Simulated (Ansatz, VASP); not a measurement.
# CdTe: VASP beside Ansatz

```
Cd Te
1.0
     0.00000    3.24508    3.24508
     3.24508    0.00000    3.24508
     3.24508    3.24508    0.00000
Cd Te
1 1
Cartesian
  0.0000 0.0000 0.0000
  1.6225 1.6225 1.6225
```

Alike in both runs: functional PBEsol; k mesh 12 × 12 × 12; occupations fermi-dirac, width 0.05 eV; no spin polarisation.

Ansatz relaxed the structure, and its values are those at the end. VASP's run is a single point on that final structure, the one shown.

|  | VASP | Ansatz |
| --- | --- | --- |
| version | VASP 6.6.1 | Ansatz 0.2.0 |
| potentials or method | VASP PAW PBE potentials, release 64 (Cd, Te) | PAW with Ansatz's default frozen-core files, scalar-relativistic |
| plane-wave cutoff (eV) | 520 | 420 |
| valence electrons in the cell | 18 | 36 |

|  | VASP | Ansatz | Ansatz less VASP |
| --- | --- | --- | --- |
| pressure (GPa) | 0.1 | 0.0 | -0.16 |

VASP's potentials were made for PBE, not for PBEsol. With one functional, cell and mesh, what is left measures potentials, basis and numerics. VASP's potentials hold 18 valence electrons a cell and Ansatz's 36, so a difference there can come from the potentials and not from the codes.

Spin-orbit coupling is off throughout.
